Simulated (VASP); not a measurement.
# HF in VASP: notebook

HF is run at these levels: PBEsol; tasks: single point.

Everything below comes from runs of VASP 6.6.1. Logs are shortened: lines on timing, memory, paths and dates and some standing lists are left out, and cuts for length are marked.

### Step 1. The cell of the first run

The cell holds an amorphous packing of atoms, 12 atoms: a = 5.465 Å, b = 5.465 Å, c = 5.465 Å, α = 90.00°, β = 90.00°, γ = 90.00°.

### Step 2. Single point, PBEsol

Input file INCAR:

```
PREC = Accurate ; ENCUT = 910
EDIFF = 1E-6 ; ISMEAR = -1
SIGMA = 0.02 ; LREAL = F
LASPH = T ; NELM = 120
ALGO = Normal ; ISIF = 2
LWAVE = F ; LCHARG = F
GGA = PS ; NBANDS = 36
GGA_COMPAT = F
```

Input file KPOINTS:

```
Automatic mesh
0
Gamma
  1 1 1
```

Input file POSCAR:

```
HF
1.0
    5.4647890000      0.0000000000      0.0000000000
    0.0000000000      5.4647890000      0.0000000000
    0.0000000000      0.0000000000      5.4647890000
F H
6 6
Direct
    0.0376043796      0.0017749999      1.0501960826
    0.4897352853      0.7081883674      0.6312595052
    0.7591692927      0.2218017933      0.7971213527
    0.8159692899      0.9845576837      0.4234564226
    0.0983203560      0.4560651839      0.4576022972
    0.6699618229      0.4526798747      0.1975007635
   -0.0577515436      0.1163631386      0.9396154179
    0.6119357948      0.7379790876      0.5101569338
    0.8106991871      0.1776280841      0.6227138870
    0.9314723771      1.0002216005      0.2714285950
    0.2476399363      0.5422533240      0.4940904397
    0.7379241907      0.4854533267      0.0387755136
```

Potentials or basis: VASP PAW PBE potentials, release 64 (F_h, H_h).

Started as:

```
$ cat potpaw_PBE.64/F_h/POTCAR potpaw_PBE.64/H_h/POTCAR > POTCAR
$ mpirun -np 1 vasp_gam > vasp.out
```

OUTCAR:

```text
PREC = Accurate
   ENCUT = 910
   EDIFF = 1E-6
   ISMEAR = -1
   LREAL = F
   LASPH = T
   NELM = 120
   ISIF = 2
   GGA = PS

 ion  position               nearest neighbor table
   1  0.038  0.002  0.050-   7 1.01
   2  0.490  0.708  0.631-   8 0.95
   3  0.759  0.222  0.797-   9 1.02
   4  0.816  0.985  0.423-  10 1.05
   5  0.098  0.456  0.458-  11 0.96
   6  0.670  0.453  0.198-  12 0.96
   7  0.942  0.116  0.940-   1 1.01
   8  0.612  0.738  0.510-   2 0.95
   9  0.811  0.178  0.623-   3 1.02
  10  0.931  0.000  0.271-   4 1.05
  11  0.248  0.542  0.494-   5 0.96
  12  0.738  0.485  0.039-   6 0.96

  LATTYP: Found a simple cubic cell.
 ALAT       =     5.4647890000

  Lattice vectors:

 A1 = (   5.4647890000,   0.0000000000,   0.0000000000)
 A2 = (   0.0000000000,   5.4647890000,   0.0000000000)
 A3 = (   0.0000000000,   0.0000000000,   5.4647890000)

Analysis of symmetry for initial positions (statically):
=====================================================================
 Subroutine PRICEL returns:
 Original cell was already a primitive cell.

 Routine SETGRP: Setting up the symmetry group for a
 simple cubic supercell.

 Subroutine GETGRP returns: Found  1 space group operations
 (whereof  1 operations were pure point group operations)
 out of a pool of 48 trial point group operations.

The static configuration has the point symmetry C_1 .

Analysis of symmetry for dynamics (positions and initial velocities):
=====================================================================
 Subroutine PRICEL returns:
 Original cell was already a primitive cell.

 Routine SETGRP: Setting up the symmetry group for a
 simple cubic supercell.

 Subroutine GETGRP returns: Found  1 space group operations
 (whereof  1 operations were pure point group operations)
 out of a pool of 48 trial point group operations.

The dynamic configuration has the point symmetry C_1 .

 Subroutine INISYM returns: Found  1 space group operations
 (whereof  1 operations are pure point group operations),
 and found     1 'primitive' translations

----------------------------------------------------------------------------------------

                                     Primitive cell

  volume of cell :     163.2000

  direct lattice vectors                    reciprocal lattice vectors
     5.464789000  0.000000000  0.000000000     0.182989682  0.000000000  0.000000000
     0.000000000  5.464789000  0.000000000     0.000000000  0.182989682  0.000000000
     0.000000000  0.000000000  5.464789000     0.000000000  0.000000000  0.182989682

  length of vectors
     5.464789000  5.464789000  5.464789000     0.182989682  0.182989682  0.182989682

  position of ions in fractional coordinates (direct lattice)
     0.037604380  0.001775000  0.050196083
     0.489735285  0.708188367  0.631259505
     0.759169293  0.221801793  0.797121353
     0.815969290  0.984557684  0.423456423
     0.098320356  0.456065184  0.457602297
     0.669961823  0.452679875  0.197500764
     0.942248456  0.116363139  0.939615418
     0.611935795  0.737979088  0.510156934
     0.810699187  0.177628084  0.622713887
     0.931472377  0.000221600  0.271428595
     0.247639936  0.542253324  0.494090440
     0.737924191  0.485453327  0.038775514

  ion indices of the primitive-cell ions
   primitive index   ion index
                 1           1
                 2           2
                 3           3
                 4           4
                 5           5
                 6           6
                 7           7
                 8           8
                 9           9
                10          10
                11          11
                12          12

----------------------------------------------------------------------------------------

 KPOINTS: Automatic mesh

Automatic generation of k-mesh.
 Grid dimensions read from file:
 generate k-points for:    1    1    1

 Generating k-lattice:

  Cartesian coordinates                     Fractional coordinates (reciprocal lattice)
     0.182989682  0.000000000  0.000000000     1.000000000  0.000000000  0.000000000
     0.000000000  0.182989682  0.000000000     0.000000000  1.000000000  0.000000000
     0.000000000  0.000000000  0.182989682     0.000000000  0.000000000  1.000000000

  Length of vectors
     0.182989682  0.182989682  0.182989682

  Shift w.r.t. Gamma in fractional coordinates (k-lattice)
     0.000000000  0.000000000  0.000000000

 Subroutine IBZKPT returns following result:
 ===========================================

 Found      1 irreducible k-points:

 Following reciprocal coordinates:
            Coordinates               Weight
  0.000000  0.000000  0.000000      1.000000
   k-points           NKPTS =      1   k-points in BZ     NKDIM =      1   number of bands    NBANDS=     36
   number of dos      NEDOS =    301   number of ions     NIONS =     12
   total plane-waves  NPLWV = 157464
   dimension x,y,z NGX =    54 NGY =   54 NGZ =   54
   dimension x,y,z NGXF=   108 NGYF=  108 NGZF=  108
   ions per type =               6   6
   NGX,Y,Z   is equivalent  to a cutoff of  16.43, 16.43, 16.43 a.u.
   NGXF,Y,Z  is equivalent  to a cutoff of  32.85, 32.85, 32.85 a.u.
 SYSTEM =  unknown system
   PREC   = accura    normal or accurate (medium, high low for compatibility)
   ISTART =      0    job   : 0-new  1-cont  2-samecut
   ICHARG =      2    charge: 1-file 2-atom 10-const
   ISPIN  =      1    spin polarized calculation?
   LNONCOLLINEAR =      F non collinear calculations
   LSORBIT =      F    spin-orbit coupling
   LASPH  =      T    aspherical Exc in radial PAW
   ENCUT  =  910.0 eV  66.88 Ry    8.18 a.u.  13.44 13.44 13.44*2*pi/ulx,y,z
   NELM   =    120;   NELMIN=  2; NELMDL= -5     # of ELM steps
   EDIFF  = 0.1E-05   stopping-criterion for ELM
   LREAL  =      F    real-space projection
   EDIFFG = 0.1E-04   stopping-criterion for IOM
   NSW    =      0    number of steps for IOM
   IBRION =     -1    ionic relax: 0-MD 1-quasi-New 2-CG
   NFREE  =      0    steps in history (QN), initial steepest desc. (CG)
   ISIF   =      2    stress and relaxation
   ISYM   =      2    0-nonsym 1-usesym 2-fastsym
   POTIM  = 0.5000    time-step for ionic-motion
   TEBEG  =    0.0;   TEEND  =   0.0 temperature during run
   PSTRESS=    0.0 pullay stress
   NELECT =      48.0000    total number of electrons
   NUPDOWN=      -1.0000    fix difference up-down
   EMIN   =  10.00;   EMAX   =-10.00  energy-range for DOS
   EFERMI =   0.00;   METHOD = LEGACY
   ISMEAR =    -1;   SIGMA  =   0.02  broadening in eV -4-tet -1-fermi 0-gaus
   EFERMI_NEDOS =   21; number of points for ismear=-14 and -15
   IALGO  =     38    algorithm
   IMIX   =      4    mixing-type and parameters
     AMIX     =   0.40;   BMIX     =  1.00
     AMIX_MAG =   1.60;   BMIX_MAG =  1.00
  volume/ion in A,a.u.               =      13.60        91.78
  Fermi-wavevector in a.u.,A,eV,Ry     =   1.088717  2.057378 16.127063  1.185306
  Thomas-Fermi vector in A             =   2.224905
   LORBIT       =      0    0 simple, 1 ext, 2 COOP (PROOUT), +10 PAW based schemes
   GGA     = PS    functional components
   LHFCALC =     F    Hartree Fock is set to
   AEXX    =    0.0000 exact exchange contribution
   IVDW    =     0    specifies the selected vdW correction
   LEPSILON=     F    determine dielectric tensor
   LRPA    =     F    only Hartree local field effects (RPA)
 non-spin polarized calculation
  energy-cutoff  :      910.00
  volume of cell :      163.20
 maximum number of plane-waves:      5066
 NGX is ok and might be reduce to    54
   NGX = 27   NGY = 27   NGZ = 27

 number of electron      48.0000005 magnetization

 Free energy of the ion-electron system (eV)
  ---------------------------------------------------
  ext. energy  EPLUGINS =         0.00000000
  ---------------------------------------------------
  free energy    TOTEN  =       -49.72277217 eV

  energy without entropy =      -49.72277217  energy(sigma->0) =      -49.72277217

 E-fermi :  -5.3544     XC(G=0):  -6.2801

 val. band max:       -5.8852128793   @ k =   0.0000   0.0000   0.0000
 cond. band min:       0.9401232236   @ k =   0.0000   0.0000   0.0000
 fundamental gap:      6.8253361029
 Fermi energy:        -5.3544481098

 k-point     1 :       0.0000    0.0000    0.0000
  band No.  band energies     occupation
      1     -28.0299      2.00000
      2     -27.1322      2.00000
      3     -26.9874      2.00000
      4     -26.5689      2.00000
      5     -26.4387      2.00000
      6     -26.0280      2.00000
[... 28 lines left out ...]
     35       8.8711      0.00000
     36       9.5882      0.00000

------------------------ aborting loop because EDIFF is reached ----------------------------------------

  FORCE on cell =-STRESS in cart. coord.  units (eV):
  Direction    XX          YY          ZZ          XY          YZ          ZX
  --------------------------------------------------------------------------------------
  -------------------------------------------------------------------------------------
  Total       -1.8094698     -1.2309731     -3.0634029     -0.6900983     -0.3324645      0.9511309
  in kB      -17.7640391    -12.0847860    -30.0742298     -6.7748761     -3.2638909      9.3375017
  external PRESSURE =     -19.9743516 kB  Pullay stress =       0.0000000 kB

 VOLUME and BASIS-vectors are now :
 -----------------------------------------------------------------------------
  energy-cutoff  :      910.00
  volume of cell :      163.20
      direct lattice vectors                 reciprocal lattice vectors
     5.464789000  0.000000000  0.000000000     0.182989682  0.000000000  0.000000000
     0.000000000  5.464789000  0.000000000     0.000000000  0.182989682  0.000000000
     0.000000000  0.000000000  5.464789000     0.000000000  0.000000000  0.182989682

 POSITION                                       TOTAL-FORCE (eV/Angst)
 -----------------------------------------------------------------------------------
      0.20550      0.00970      0.27431         0.069021      0.346273      0.020935
      2.67630      3.87010      3.44970        -0.138438     -0.274644     -0.281024
      4.14870      1.21210      4.35610         0.748140     -0.007019     -1.152808
      4.45910      5.38040      2.31410         0.607433      0.264155     -0.285080
      0.53730      2.49230      2.50070         0.629528      0.317977      0.139694
      3.66120      2.47380      1.07930         0.295845      0.435501     -0.822114
      5.14919      0.63590      5.13480        -0.141759     -0.517039      0.308654
      3.34410      4.03290      2.78790         0.024118      0.158654      0.068592
      4.43030      0.97070      3.40300        -0.530186     -0.170624      0.687329
      5.09030      0.00121      1.48330        -0.626625     -0.080659      0.321921
      1.35330      2.96330      2.70010        -0.364375     -0.240571      0.106069
      4.03260      2.65290      0.21190        -0.572702     -0.232004      0.887831
 -----------------------------------------------------------------------------------
    total drift:                               -0.000872     -0.002919     -0.001543

  FREE ENERGIE OF THE ION-ELECTRON SYSTEM (eV)
  ---------------------------------------------------
  free  energy   TOTEN  =       -49.7227721729 eV

  energy  without entropy=      -49.7227721729  energy(sigma->0) =      -49.72277217
```

It used 39 s of CPU time on 1 thread of AMD EPYC 7R13 Processor (Zen 3), with other jobs on the host.

What came out:

* Free energy: -49.7228 eV
* Pressure: -2.0 GPa
* Largest force: 1.374 eV/Å
* Band gap on the k mesh: 6.83 eV

Forces in eV/Å, atoms in the order of the input:
```
F    0.069  0.346  0.021
F   -0.138 -0.275 -0.281
F    0.748 -0.007 -1.153
F    0.607  0.264 -0.285
F    0.630  0.318  0.140
F    0.296  0.436 -0.822
H   -0.142 -0.517  0.309
H    0.024  0.159  0.069
H   -0.530 -0.171  0.687
H   -0.627 -0.081  0.322
H   -0.364 -0.241  0.106
H   -0.573 -0.232  0.888
```

Levels at points of the mesh, in eV from the valence-band top:
```csv
k point,band 21,band 22,band 23,band 24,band 25,band 26,band 27,band 28
"(0.00, 0.00, 0.00)",-0.51,-0.35,-0.12,0.00,6.83,10.75,11.38,11.71
```

Caveat: the k points lie up to 1.15 Å⁻¹ apart; the cutoff is under 1.25 times the usual one of these potentials, so pressure, stress and relaxed cells hold a basis-set (Pulay) error; the PAW data sets were made with another functional, which shifts forces and pressure a little.

### Step 3. Single point, PBEsol

Input file INCAR:

```
SYSTEM = HF
PREC = Accurate ; ENCUT = 910
EDIFF = 1E-6 ; ISMEAR = -1
SIGMA = 0.02 ; LREAL = .FALSE.
LASPH = .TRUE. ; NELM = 120
ALGO = Normal ; ISIF = 2
LWAVE = .FALSE. ; LCHARG = .TRUE.
GGA = PS ; LELF = .TRUE.
LVHAR = .TRUE. ; NBANDS = 36
GGA_COMPAT = .FALSE.
```

Input file KPOINTS:

```
regular mesh
0
G
  1 1 1
  0 0 0
```

Input file POSCAR:

```
HF
1.0
    5.4647890000      0.0000000000      0.0000000000
    0.0000000000      5.4647890000      0.0000000000
    0.0000000000      0.0000000000      5.4647890000
F H
6 6
Direct
    0.0369305609      0.0932417977      1.0521308060
    0.4616449275      0.6923266392      0.5941407563
    0.7496684203      0.2212689726      0.7570253958
    0.8096614729      0.9833667846      0.4005134632
    0.1775722290      0.3455584357      0.4874705307
    0.6466449149      0.5222559501      0.1961534245
   -0.0824855797      0.1520278549      0.9216440155
    0.5669968659      0.6782009517      0.4546593119
    0.7837274242      0.1342906546      0.5958725142
    0.9146978111      1.0388392224      0.2541750961
    0.2786814418      0.4796886186      0.5385132667
    0.5231029110      0.4879633178      0.0807352191
```

Potentials or basis: VASP PAW PBE potentials, release 64 (F_h, H_h).

Started as:

```
$ cat potpaw_PBE.64/F_h/POTCAR potpaw_PBE.64/H_h/POTCAR > POTCAR
$ mpirun -np 1 vasp_gam > vasp.out
```

OUTCAR:

```text
SYSTEM = HF
   PREC = Accurate
   ENCUT = 910
   EDIFF = 1E-6
   ISMEAR = -1
   LREAL = .FALSE.
   LASPH = .TRUE.
   NELM = 120
   ISIF = 2
   GGA = PS

 ion  position               nearest neighbor table
   1  0.037  0.093  0.052-   7 1.02
   2  0.462  0.692  0.594-   8 0.96
   3  0.750  0.221  0.757-   9 1.02
   4  0.810  0.983  0.401-  10 1.03
   5  0.178  0.346  0.487-  11 0.96
   6  0.647  0.522  0.196-  12 0.94
   7  0.918  0.152  0.922-   1 1.02
   8  0.567  0.678  0.455-   2 0.96
   9  0.784  0.134  0.596-   3 1.02
  10  0.915  0.039  0.254-   4 1.03
  11  0.279  0.480  0.539-   5 0.96
  12  0.523  0.488  0.081-   6 0.94

  LATTYP: Found a simple cubic cell.
 ALAT       =     5.4647890000

  Lattice vectors:

 A1 = (   5.4647890000,   0.0000000000,   0.0000000000)
 A2 = (   0.0000000000,   5.4647890000,   0.0000000000)
[... 178 lines left out ...]

 k-point     1 :       0.0000    0.0000    0.0000
  band No.  band energies     occupation
      1     -27.8064      2.00000
      2     -27.6604      2.00000
      3     -27.1727      2.00000
      4     -26.6237      2.00000
      5     -26.5232      2.00000
      6     -25.7504      2.00000
[... 28 lines left out ...]
     35       9.3382      0.00000
     36       9.6792      0.00000

------------------------ aborting loop because EDIFF is reached ----------------------------------------

  FORCE on cell =-STRESS in cart. coord.  units (eV):
  Direction    XX          YY          ZZ          XY          YZ          ZX
  --------------------------------------------------------------------------------------
  -------------------------------------------------------------------------------------
  Total       -0.2432793     -0.3347700     -0.6541560      0.0640431     -0.0057219      0.0597779
  in kB       -2.3883363     -3.2865248     -6.4220213      0.6287278     -0.0561730      0.5868548
  external PRESSURE =      -4.0322942 kB  Pullay stress =       0.0000000 kB

 VOLUME and BASIS-vectors are now :
 -----------------------------------------------------------------------------
  energy-cutoff  :      910.00
  volume of cell :      163.20
      direct lattice vectors                 reciprocal lattice vectors
     5.464789000  0.000000000  0.000000000     0.182989682  0.000000000  0.000000000
     0.000000000  5.464789000  0.000000000     0.000000000  0.182989682  0.000000000
     0.000000000  0.000000000  5.464789000     0.000000000  0.000000000  0.182989682

 POSITION                                       TOTAL-FORCE (eV/Angst)
 -----------------------------------------------------------------------------------
      0.20182      0.50955      0.28488         0.023434     -0.008577      0.060211
      2.52279      3.78342      3.24685        -0.091659     -0.010415      0.081893
      4.09678      1.20919      4.13698        -0.002709      0.044575     -0.010034
      4.42463      5.37389      2.18872         0.057293      0.043998     -0.030476
      0.97039      1.88840      2.66392         0.014340      0.028016      0.009340
      3.53378      2.85402      1.07194        -0.070929     -0.006577     -0.120864
      5.01402      0.83080      5.03659        -0.015787     -0.009553     -0.049135
      3.09852      3.70623      2.48462         0.018759     -0.026719     -0.064792
      4.28291      0.73387      3.25632        -0.033632     -0.075237     -0.005116
      4.99863      0.21225      1.38901         0.002580      0.014077      0.014873
      1.52294      2.62140      2.94286        -0.021405      0.006768      0.017959
      2.85865      2.66662      0.44120         0.119715     -0.000355      0.096142
 -----------------------------------------------------------------------------------
    total drift:                                0.002781     -0.002772     -0.002057

  FREE ENERGIE OF THE ION-ELECTRON SYSTEM (eV)
  ---------------------------------------------------
  free  energy   TOTEN  =       -50.0151697187 eV

  energy  without entropy=      -50.0151697187  energy(sigma->0) =      -50.01516972
```

stdout:

```text
POSCAR found type information on POSCAR F H
 POSCAR found :  2 types and      12 ions
 scaLAPACK will be used
 -----------------------------------------------------------------------------
|                                                                             |
|                                                                             |
|     You enforced a specific xc type in the INCAR file but a different       |
|     I HOPE YOU KNOW WHAT YOU ARE DOING!                                     |
|                                                                             |
 -----------------------------------------------------------------------------

 LDA part: xc-table for (Slater+PW92), standard interpolation
 POSCAR, INCAR and KPOINTS ok, starting setup
 FFT: planning ... GRIDC
 FFT: planning ... GRID_SOFT
 FFT: planning ... GRID
 WAVECAR not read
 entering main loop
```

Run time: 19 s. Hardware: 1 thread of Intel Xeon 6975P-C (Granite Rapids), shared host; peak memory 0.35 GiB.

What came out:

- Free energy: -50.0152 eV
- Pressure: -0.4 GPa
- Largest force: 0.154 eV/Å
- Band gap on the k mesh: 6.70 eV

Forces on the atoms (eV/Å):
```
F    0.023 -0.009  0.060
F   -0.092 -0.010  0.082
F   -0.003  0.045 -0.010
F    0.057  0.044 -0.030
F    0.014  0.028  0.009
F   -0.071 -0.007 -0.121
H   -0.016 -0.010 -0.049
H    0.019 -0.027 -0.065
H   -0.034 -0.075 -0.005
H    0.003  0.014  0.015
H   -0.021  0.007  0.018
H    0.120  0.000  0.096
```

Stress tensor (GPa, compression positive):
```
-0.24  0.06  0.06
 0.06 -0.33 -0.01
 0.06 -0.01 -0.64
```

Caveat: the k points lie up to 1.15 Å⁻¹ apart; the cutoff is under 1.25 times the usual one of these potentials, so pressure, stress and relaxed cells hold a basis-set (Pulay) error; the PAW data sets were made with another functional, which shifts forces and pressure a little.
